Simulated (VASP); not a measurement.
Wanted: the native input for a VASP 6.6.1 run.

| Property | Result |
| --- | --- |
| Task | single point |
| Functional | PBEsol |
| Potentials or basis | VASP PAW PBE potentials, release 64 (K_sv, Cl) |
| Cutoff | 520 eV |
| k mesh | 6 × 6 × 6 |
| Occupations | gaussian, width 0.05 eV |
| Spin | no spin polarisation |
| Dipole correction | no |
| Further INCAR settings | ALGO = Normal; EDIFF = 1e-06; NBANDS = 24 |

The structure of KCl lies in POSCAR:

```
KCl
1.0
    0.0000000000     -3.1207041401     -3.1207041401
   -3.1207041401      0.0000000000     -3.1207041401
    3.1207041401      3.1207041401     -6.2414082803
K Cl
2 2
Direct
    0.4970831081      0.5177561323      0.4951189298
    0.0322033128      0.9724817274     -0.0048810702
    0.7338497987      0.7553834004      0.7553834004
    0.2338497987      0.2553834004      0.2553834004
```

This cell differs from its parent crystal: atoms displaced along several vibrational modes.

The input as run:

INCAR

```
PREC     = Accurate       # precision mode
ENCUT    = 520            # plane-wave cutoff, eV
EDIFF    = 1E-6           # SCF threshold, eV
ISMEAR   = 0              # smearing method
SIGMA    = 0.05           # smearing width, eV
LREAL    = F              # projectors in reciprocal space
LASPH    = T              # aspherical terms in the spheres
NELM     = 60             # most SCF steps
ALGO     = Normal         # electronic algorithm
ISIF     = 2              # what is computed and relaxed
LWAVE    = F              # write WAVECAR
LCHARG   = F              # write CHGCAR
GGA      = PS             # functional
NBANDS   = 24             # bands
```

KPOINTS

```
Automatic mesh
0
Gamma
  6 6 6
```

Potentials or basis: VASP PAW PBE potentials, release 64 (K_sv, Cl).

Run with:

```console
$ cat potpaw_PBE.64/K_sv/POTCAR potpaw_PBE.64/Cl/POTCAR > POTCAR
$ mpirun -np 1 vasp_std > vasp.out
```

Results of the run:

```
Pressure               : 0.3 GPa
Largest force          : 0.299 eV/Å
Band gap on the k mesh : 5.11 eV
```

Caveat: the cell differs from its parent crystal (atoms displaced along several vibrational modes); the PAW data sets were made with another functional, which shifts forces and pressure a little.

Wall time 3.4 min on 1 thread of AMD EPYC 9R45 96-Core Processor (Zen 5) (shared host), peak memory 0.4 GiB.
